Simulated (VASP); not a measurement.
# MgPtS3 (P4mm) in VASP: further runs

MgPtS3 is run at these levels: PBE; tasks: single point.

Everything below comes from runs of VASP 6.6.1. Logs are shortened: lines on timing, memory, paths and dates and some standing lists are left out, and cuts for length are marked.

### Step 1. The cell of the first run

The structure is tetragonal, space group P4mm (No. 99). The conventional cell has a = 4.553 Å, b = 4.553 Å, c = 5.259 Å, α = 90.00°, β = 90.00°, γ = 90.00°. Mg (site symmetry 4mm) has 4 S at 2.51 Å within 3.3 Å. Within 3.1 Å of Pt (site symmetry 4mm) lie 6 S at 2.31 to 2.95 Å. S (site symmetry 2mm) has 2 Pt at 2.41 Å and 2 Mg at 2.51 Å and 2 S at 3.14 Å within 3.2 Å. S (site symmetry 4mm) has 2 Pt at 2.31 to 2.95 Å within 3.1 Å.

### Step 2. Single point, PBE

INCAR

```
SYSTEM = MgPtS3
PREC = Accurate ; ENCUT = 600
EDIFF = 1E-6 ; ISMEAR = 0
SIGMA = 0.15 ; LREAL = .FALSE.
LASPH = .TRUE. ; NELM = 120
ALGO = Normal ; ISIF = 2
LWAVE = .FALSE. ; LCHARG = .FALSE.
GGA = PE ; NBANDS = 23
GGA_COMPAT = .FALSE.
```

KPOINTS

```
Automatic mesh
0
G
  3 3 3
  0 0 0
```

POSCAR

```
MgPtS3
1.0
    4.5530808750      0.0000000000      0.0000000000
    0.0000000000      4.5530808750      0.0000000000
    0.0000000000      0.0000000000      5.2591519425
Mg Pt S
1 1 3
Direct
    0.5000000000      0.5000000000      0.4401249941
    0.0000000000      0.0000000000      0.7881985130
    0.0000000000      0.5000000000      0.6401208624
    0.5000000000      0.0000000000      0.6401208624
    0.0000000000      0.0000000000      0.2277047681
```

Potentials or basis: VASP PAW PBE potentials, release 64 (Mg, Pt, S).

Started as:

```console
cat potpaw_PBE.64/Mg/POTCAR potpaw_PBE.64/Pt/POTCAR potpaw_PBE.64/S/POTCAR > POTCAR
mpirun -np 1 vasp_std > vasp.out
```

OUTCAR:

```text
SYSTEM = MgPtS3
   PREC = Accurate
   ENCUT = 600
   EDIFF = 1E-6
   ISMEAR = 0
   LREAL = .FALSE.
   LASPH = .TRUE.
   NELM = 120
   ISIF = 2
   GGA = PE

 ion  position               nearest neighbor table
   1  0.500  0.500  0.440-   3 2.51   4 2.51   4 2.51   3 2.51
   2  0.000  0.000  0.788-   5 2.31   4 2.41   3 2.41   3 2.41   4 2.41   5 2.95
   3  0.000  0.500  0.640-   2 2.41   2 2.41   1 2.51   1 2.51
   4  0.500  0.000  0.640-   2 2.41   2 2.41   1 2.51   1 2.51
   5  0.000  0.000  0.228-   2 2.31   2 2.95

  LATTYP: Found a simple tetragonal cell.
 ALAT       =     4.5530808750
 C/A-ratio  =     1.1550754504

  Lattice vectors:

 A1 = (   4.5530808750,   0.0000000000,   0.0000000000)
 A2 = (   0.0000000000,   4.5530808750,   0.0000000000)
 A3 = (   0.0000000000,   0.0000000000,   5.2591519425)

Analysis of symmetry for initial positions (statically):
=====================================================================
 Subroutine PRICEL returns:
 Original cell was already a primitive cell.

 Routine SETGRP: Setting up the symmetry group for a
 simple tetragonal supercell.

 Subroutine GETGRP returns: Found  8 space group operations
 (whereof  8 operations were pure point group operations)
 out of a pool of 16 trial point group operations.

The static configuration has the point symmetry C_4v.

Analysis of symmetry for dynamics (positions and initial velocities):
=====================================================================
 Subroutine PRICEL returns:
 Original cell was already a primitive cell.

 Routine SETGRP: Setting up the symmetry group for a
 simple tetragonal supercell.

 Subroutine GETGRP returns: Found  8 space group operations
 (whereof  8 operations were pure point group operations)
 out of a pool of 16 trial point group operations.

The dynamic configuration has the point symmetry C_4v.

 Subroutine INISYM returns: Found  8 space group operations
 (whereof  8 operations are pure point group operations),
 and found     1 'primitive' translations

----------------------------------------------------------------------------------------

                                     Primitive cell

  volume of cell :     109.0251

  direct lattice vectors                    reciprocal lattice vectors
     4.553080875  0.000000000  0.000000000     0.219631504  0.000000000  0.000000000
     0.000000000  4.553080875  0.000000000     0.000000000  0.219631504  0.000000000
[... 72 lines left out ...]
   EDIFF  = 0.1E-05   stopping-criterion for ELM
   LREAL  =      F    real-space projection
   EDIFFG = 0.1E-04   stopping-criterion for IOM
   NSW    =      0    number of steps for IOM
   IBRION =     -1    ionic relax: 0-MD 1-quasi-New 2-CG
   NFREE  =      0    steps in history (QN), initial steepest desc. (CG)
   ISIF   =      2    stress and relaxation
   ISYM   =      2    0-nonsym 1-usesym 2-fastsym
   POTIM  = 0.5000    time-step for ionic-motion
   TEBEG  =    0.0;   TEEND  =   0.0 temperature during run
   PSTRESS=    0.0 pullay stress
   NELECT =      30.0000    total number of electrons
   NUPDOWN=      -1.0000    fix difference up-down
   EMIN   =  10.00;   EMAX   =-10.00  energy-range for DOS
   EFERMI =   0.00;   METHOD = LEGACY
   ISMEAR =     0;   SIGMA  =   0.15  broadening in eV -4-tet -1-fermi 0-gaus
   EFERMI_NEDOS =   21; number of points for ismear=-14 and -15
   IALGO  =     38    algorithm
   IMIX   =      4    mixing-type and parameters
     AMIX     =   0.40;   BMIX     =  1.00
     AMIX_MAG =   1.60;   BMIX_MAG =  1.00
  volume/ion in A,a.u.               =      21.81       147.15
  Fermi-wavevector in a.u.,A,eV,Ry     =   1.064812  2.012204 15.426632  1.133825
  Thomas-Fermi vector in A             =   2.200343
   LORBIT       =      0    0 simple, 1 ext, 2 COOP (PROOUT), +10 PAW based schemes
   GGA     = PE    functional components
   LHFCALC =     F    Hartree Fock is set to
   AEXX    =    0.0000 exact exchange contribution
   IVDW    =     0    specifies the selected vdW correction
   LEPSILON=     F    determine dielectric tensor
   LRPA    =     F    only Hartree local field effects (RPA)
 non-spin polarized calculation
 Gauss-broadening in eV      SIGMA  =   0.15
  energy-cutoff  :      600.00
  volume of cell :      109.03
 maximum number of plane-waves:      3653
   NGX = 19   NGY = 19   NGZ = 21

 number of electron      29.9999998 magnetization

 Free energy of the ion-electron system (eV)
  ---------------------------------------------------
  ext. energy  EPLUGINS =         0.00000000
  ---------------------------------------------------
  free energy    TOTEN  =       -21.06383366 eV

  energy without entropy =      -21.03234241  energy(sigma->0) =      -21.04808804

 E-fermi :   4.0824     XC(G=0):  -9.1697

 val. band max:        3.9732236322   @ k =   0.3333   0.0000   0.3333
 cond. band min:       4.0842089222   @ k =   0.0000   0.0000   0.3333
 fundamental gap:      0.1109852900
 Fermi energy:         4.0824265541

 k-point     1 :       0.0000    0.0000    0.0000
  band No.  band energies     occupation
      1     -10.2096      2.00000
      2      -8.2519      2.00000
      3      -7.7837      2.00000
      4      -1.6675      2.00000
      5      -1.6675      2.00000
      6      -1.0000      2.00000
[... 145 lines left out ...]
     22      11.7604      0.00000
     23      11.8359      0.00000

------------------------ aborting loop because EDIFF is reached ----------------------------------------

  FORCE on cell =-STRESS in cart. coord.  units (eV):
  Direction    XX          YY          ZZ          XY          YZ          ZX
  --------------------------------------------------------------------------------------
  -------------------------------------------------------------------------------------
  Total        0.2176944      0.2176944      0.2772602      0.0000000     -0.0000000      0.0000000
  in kB        3.1991258      3.1991258      4.0744745      0.0000000     -0.0000000      0.0000000
  external PRESSURE =       3.4909087 kB  Pullay stress =       0.0000000 kB

 VOLUME and BASIS-vectors are now :
 -----------------------------------------------------------------------------
  energy-cutoff  :      600.00
  volume of cell :      109.03
      direct lattice vectors                 reciprocal lattice vectors
     4.553080875  0.000000000  0.000000000     0.219631504  0.000000000  0.000000000
     0.000000000  4.553080875  0.000000000     0.000000000  0.219631504  0.000000000
     0.000000000  0.000000000  5.259151942     0.000000000  0.000000000  0.190144725

 POSITION                                       TOTAL-FORCE (eV/Angst)
 -----------------------------------------------------------------------------------
      2.27654      2.27654      2.31468         0.000000      0.000000      0.039628
      0.00000      0.00000      4.14526        -0.000000      0.000000      0.047180
      0.00000      2.27654      3.36649         0.000000     -0.000000     -0.018321
      2.27654      0.00000      3.36649         0.000000      0.000000     -0.018321
      0.00000      0.00000      1.19753         0.000000      0.000000     -0.050165
 -----------------------------------------------------------------------------------
    total drift:                               -0.000000     -0.000000      0.000291

  FREE ENERGIE OF THE ION-ELECTRON SYSTEM (eV)
  ---------------------------------------------------
  free  energy   TOTEN  =       -21.0638336628 eV

  energy  without entropy=      -21.0323424077  energy(sigma->0) =      -21.04808804
```

OSZICAR:

```text
N       E                     dE             d eps       ncg     rms          rms(c)
DAV:   1     0.159388100559E+03    0.15939E+03   -0.13868E+04   276   0.126E+03
DAV:   2    -0.124260176113E+02   -0.17181E+03   -0.15950E+03   342   0.211E+02
DAV:   3    -0.233000119189E+02   -0.10874E+02   -0.10713E+02   360   0.559E+01
DAV:   4    -0.234999478974E+02   -0.19994E+00   -0.19976E+00   326   0.837E+00
DAV:   5    -0.235045740290E+02   -0.46261E-02   -0.46254E-02   368   0.124E+00    0.177E+01
DAV:   6    -0.220696341135E+02    0.14349E+01   -0.24113E+01   276   0.313E+01    0.181E+01
DAV:   7    -0.211427281380E+02    0.92691E+00   -0.51825E+00   283   0.159E+01    0.676E+00
DAV:   8    -0.210774461614E+02    0.65282E-01   -0.44915E-01   334   0.372E+00    0.314E+00
DAV:   9    -0.210609619449E+02    0.16484E-01   -0.60373E-02   325   0.177E+00    0.577E-01
DAV:  10    -0.210618887980E+02   -0.92685E-03   -0.10309E-02   320   0.526E-01    0.231E-01
DAV:  11    -0.210631017408E+02   -0.12129E-02   -0.12862E-03   276   0.200E-01    0.946E-02
DAV:  12    -0.210636416311E+02   -0.53989E-03   -0.50241E-04   283   0.114E-01    0.370E-02
DAV:  13    -0.210638032773E+02   -0.16165E-03   -0.18093E-04   276   0.653E-02    0.262E-02
DAV:  14    -0.210638304404E+02   -0.27163E-04   -0.36760E-05   318   0.286E-02    0.101E-02
DAV:  15    -0.210638320030E+02   -0.15625E-05   -0.37012E-06   296   0.103E-02    0.429E-03
DAV:  16    -0.210638333027E+02   -0.12997E-05   -0.12102E-06   219   0.571E-03    0.186E-03
DAV:  17    -0.210638336628E+02   -0.36006E-06   -0.66586E-07   196   0.395E-03
   1 F= -.21063834E+02 E0= -.21048088E+02  d E =-.314913E-01
```

stdout:

```text
POSCAR found type information on POSCAR MgPtS
 POSCAR found :  3 types and       5 ions
 scaLAPACK will be used
 LDA part: xc-table for (Slater+PW92), standard interpolation
 POSCAR, INCAR and KPOINTS ok, starting setup
 FFT: planning ... GRIDC
 FFT: planning ... GRID_SOFT
 FFT: planning ... GRID
 WAVECAR not read
 entering main loop
```

It took 16 s on 1 thread of AMD EPYC 9R45 (Zen 5), shared host; peak memory 0.2 GiB.

Results:

* Free energy: -21.0638 eV
* Pressure: 0.3 GPa
* Largest force: 0.050 eV/Å
* Band gap on the k mesh: zero (band 15 reaches 4.30 eV, above the bottom of band 16 at 3.69 eV)

Forces in eV/Å, atoms in the order of the input:
```
Mg   0.000  0.000  0.040
Pt   0.000  0.000  0.047
S    0.000  0.000 -0.018
S    0.000  0.000 -0.018
S    0.000  0.000 -0.050
```

Levels at points of the mesh, in eV from the Fermi level:
| k point | band 11 | band 12 | band 13 | band 14 | band 15 | band 16 | band 17 | band 18 | band 19 | band 20 |
| --- | --- | --- | --- | --- | --- | --- | --- | --- | --- | --- |
| (0.00, 0.00, 0.00) | -3.18 | -1.50 | -1.50 | -0.67 | 0.21 | 0.43 | 0.43 | 2.02 | 2.67 | 4.95 |

Caveat: the k points lie up to 0.46 Å⁻¹ apart; spin-orbit coupling is left out, which moves the levels of the heavy elements.

### Step 3. Single point, PBE

This run uses another cell than the first one, of 23.43 Å³/atom, 1.075 times its volume.

INCAR

```
  ALGO = Normal
  EDIFF = 1E-6
  ENCUT = 600
  GGA = PE
  GGA_COMPAT = F
  ISIF = 2
  ISMEAR = 0
  LASPH = T
  LCHARG = F
  LREAL = F
  LWAVE = F
  NBANDS = 23
  NELM = 120
  PREC = Accurate
  SIGMA = 0.15
```

KPOINTS

```
k-points
0
Gamma
  3 3 2
```

POSCAR

```
MgPtS3
1.0
    4.3321456866      0.0000000000      0.0000000000
    0.0000000000      4.3321456866      0.0000000000
    0.0000000000      0.0000000000      6.2433345446
Mg Pt S
1 1 3
Direct
    0.0000000000      0.0000000000      0.5532773266
    0.5000000000      0.5000000000      0.9159600140
    0.0000000000      0.0000000000      0.1744451192
    0.0000000000      0.5000000000      0.7639500151
    0.5000000000      0.0000000000      0.7639500151
```

Potentials or basis: VASP PAW PBE potentials, release 64 (Mg, Pt, S).

Started as:

```console
cat potpaw_PBE.64/Mg/POTCAR potpaw_PBE.64/Pt/POTCAR potpaw_PBE.64/S/POTCAR > POTCAR
mpirun -np 1 vasp_std > vasp.out
```

OUTCAR:

```text
EDIFF = 1E-6
   ENCUT = 600
   GGA = PE
   ISIF = 2
   ISMEAR = 0
   LASPH = T
   LREAL = F
   NELM = 120
   PREC = Accurate

 ion  position               nearest neighbor table
   1  0.000  0.000  0.553-   3 2.37   4 2.53   5 2.53   4 2.53   5 2.53
   2  0.500  0.500  0.916-   4 2.36   5 2.36   5 2.36   4 2.36
   3  0.000  0.000  0.174-   1 2.37
   4  0.000  0.500  0.764-   2 2.36   2 2.36   1 2.53   1 2.53
   5  0.500  0.000  0.764-   2 2.36   2 2.36   1 2.53   1 2.53
[... 340 lines left out ...]
  --------------------------------------------------------------------------------------
  -------------------------------------------------------------------------------------
  Total        0.0678847      0.0678847      0.1475493      0.0000000      0.0000000     -0.0000000
  in kB        0.9282385      0.9282385      2.0175528      0.0000000      0.0000000     -0.0000000
  external PRESSURE =       1.2913433 kB  Pullay stress =       0.0000000 kB

 VOLUME and BASIS-vectors are now :
 -----------------------------------------------------------------------------
  energy-cutoff  :      600.00
  volume of cell :      117.17
      direct lattice vectors                 reciprocal lattice vectors
     4.332145687  0.000000000  0.000000000     0.230832496  0.000000000  0.000000000
     0.000000000  4.332145687  0.000000000     0.000000000  0.230832496  0.000000000
     0.000000000  0.000000000  6.243334545     0.000000000  0.000000000  0.160170818

 POSITION                                       TOTAL-FORCE (eV/Angst)
 -----------------------------------------------------------------------------------
      0.00000      0.00000      3.45430         0.000000     -0.000000     -0.042451
      2.16607      2.16607      5.71864         0.000000     -0.000000     -0.015852
      0.00000      0.00000      1.08912         0.000000      0.000000      0.032157
      0.00000      2.16607      4.76960         0.000000     -0.000000      0.013073
      2.16607      0.00000      4.76960         0.000000      0.000000      0.013073
 -----------------------------------------------------------------------------------
    total drift:                                0.000000      0.000000      0.000334

  FREE ENERGIE OF THE ION-ELECTRON SYSTEM (eV)
  ---------------------------------------------------
  free  energy   TOTEN  =       -20.1138886978 eV

  energy  without entropy=      -20.0727996188  energy(sigma->0) =      -20.09334416
```

OSZICAR:

```text
N       E                     dE             d eps       ncg     rms          rms(c)
DAV:   1     0.159543380790E+03    0.15954E+03   -0.13773E+04   276   0.125E+03
DAV:   2    -0.112020111648E+02   -0.17075E+03   -0.15979E+03   349   0.211E+02
DAV:   3    -0.226798087905E+02   -0.11478E+02   -0.11270E+02   353   0.571E+01
DAV:   4    -0.228910709214E+02   -0.21126E+00   -0.21104E+00   318   0.868E+00
DAV:   5    -0.228966606757E+02   -0.55898E-02   -0.55893E-02   377   0.144E+00    0.168E+01
DAV:   6    -0.223107054220E+02    0.58596E+00   -0.50153E+01   311   0.332E+01    0.229E+01
DAV:   7    -0.204031199924E+02    0.19076E+01   -0.92867E+00   311   0.161E+01    0.743E+00
DAV:   8    -0.203471069001E+02    0.56013E-01   -0.73784E+00   363   0.847E+00    0.532E+00
DAV:   9    -0.201446632058E+02    0.20244E+00   -0.14665E+00   327   0.321E+00    0.236E+00
DAV:  10    -0.201115980054E+02    0.33065E-01   -0.16147E-01   346   0.259E+00    0.642E-01
DAV:  11    -0.201130749463E+02   -0.14769E-02   -0.24083E-02   318   0.769E-01    0.236E-01
DAV:  12    -0.201134680088E+02   -0.39306E-03   -0.31954E-03   318   0.305E-01    0.111E-01
DAV:  13    -0.201138343526E+02   -0.36634E-03   -0.59802E-04   283   0.108E-01    0.259E-02
DAV:  14    -0.201138761488E+02   -0.41796E-04   -0.57368E-05   332   0.431E-02    0.931E-03
DAV:  15    -0.201138865592E+02   -0.10410E-04   -0.10981E-05   276   0.173E-02    0.379E-03
DAV:  16    -0.201138883416E+02   -0.17824E-05   -0.15700E-06   309   0.597E-03    0.129E-03
DAV:  17    -0.201138886978E+02   -0.35625E-06   -0.38255E-07   201   0.279E-03
   1 F= -.20113889E+02 E0= -.20093344E+02  d E =-.410891E-01
```

Wall time 19 s (1 thread of AMD EPYC 9R45 (Zen 5), shared host); peak memory 0.22 GiB.

What came out:

* Free energy: -20.1139 eV
* Pressure: 0.1 GPa
* Largest force: 0.042 eV/Å
* Band gap on the k mesh: zero (band 15 reaches 3.68 eV, above the bottom of band 16 at 2.82 eV)

Forces on the atoms (eV/Å):
```
Mg   0.000  0.000 -0.042
Pt   0.000  0.000 -0.016
S    0.000  0.000  0.032
S    0.000  0.000  0.013
S    0.000  0.000  0.013
```

Stress tensor (GPa, compression positive):
```
0.09 0.00 0.00
0.00 0.09 0.00
0.00 0.00 0.20
```

Caveat: the k points lie up to 0.50 Å⁻¹ apart; spin-orbit coupling is left out, which moves the levels of the heavy elements.

### Step 4. Single point, PBE

This run uses another cell than the first one, of 26.94 Å³/atom, 1.236 times its volume.

INCAR

```
  PREC = Accurate
  ENCUT = 600
  EDIFF = 1E-6
  ISMEAR = 0
  SIGMA = 0.15
  LREAL = False
  LASPH = True
  NELM = 120
  ALGO = Normal
  ISIF = 2
  LWAVE = False
  LCHARG = False
  GGA = PE
  NBANDS = 23
  GGA_COMPAT = False
```

KPOINTS

```
Automatic mesh
0
Gamma
  3 3 2
```

POSCAR

```
MgPtS3
1.0
    4.3012800977      0.0000000000      0.0000000000
    0.0000000000      4.3012800977      0.0000000000
    0.0000000000      0.0000000000      7.2809199031
Mg Pt S
1 1 3
Direct
    0.0000000000      0.0000000000      0.6118558629
    0.0000000000      0.0000000000     -0.0168356259
    0.5000000000      0.0000000000      0.8427959754
    0.0000000000      0.5000000000      0.8427959754
    0.0000000000      0.0000000000      0.2969771522
```

Started as:

```console
cat potpaw_PBE.64/Mg/POTCAR potpaw_PBE.64/Pt/POTCAR potpaw_PBE.64/S/POTCAR > POTCAR
mpirun -np 1 vasp_std > vasp.out
```

Wall time 28 s (1 thread of AMD EPYC 9R45 (Zen 5), shared host); peak memory 0.23 GiB.

Results (log left out):

| Item | Value |
| --- | --- |
| Free energy | -20.0165 eV |
| Pressure | -0.1 GPa |
| Largest force | 0.028 eV/Å |
| Band gap on the k mesh | zero (band 15 reaches 2.93 eV, above the bottom of band 16 at 2.15 eV) |

Forces in eV/Å, atoms in the order of the input:
```
Mg   0.000  0.000  0.028
Pt   0.000  0.000 -0.022
S    0.000  0.000  0.005
S    0.000  0.000  0.005
S    0.000  0.000 -0.015
```

Stress tensor (GPa, compression positive):
```
-0.06  0.00  0.00
 0.00 -0.06  0.00
 0.00  0.00 -0.18
```

Levels at points of the mesh, in eV from the Fermi level:
| k point | band 12 | band 13 | band 14 | band 15 | band 16 | band 17 | band 18 | band 19 |
| --- | --- | --- | --- | --- | --- | --- | --- | --- |
| (0.00, 0.00, 0.00) | -0.57 | -0.57 | -0.12 | 0.85 | 0.85 | 0.87 | 1.41 | 3.36 |
| (0.00, 0.00, 0.50) | -1.01 | -0.61 | -0.61 | 0.70 | 0.70 | 0.87 | 2.00 | 4.26 |

Caveat: the k points lie up to 0.49 Å⁻¹ apart; spin-orbit coupling is left out, which moves the levels of the heavy elements.

### Step 5. The runs side by side

```tsv
cell	k mesh	gap on the mesh (eV)	pressure (GPa)	largest force (eV/Å)
a = 4.553, b = 4.553, c = 5.259 Å, 5 atoms	3 × 3 × 3	none	0.3	0.05
a = 4.332, b = 4.332, c = 6.243 Å, 5 atoms	3 × 3 × 2	none	0.1	0.04
a = 4.301, b = 4.301, c = 7.281 Å, 5 atoms	3 × 3 × 2	none	-0.1	0.03
```

Alike in all rows: task single point; level PBE; potentials or basis VASP PAW PBE potentials, release 64 (Mg, Pt, S); no spin polarisation; cutoff (eV) 600; smearing gaussian 0.15 eV.

Caveats: all runs use coarse meshes; spin-orbit coupling is left out, which moves the levels of the heavy elements.

Absolute energies hang on the potentials; compare differences alone.
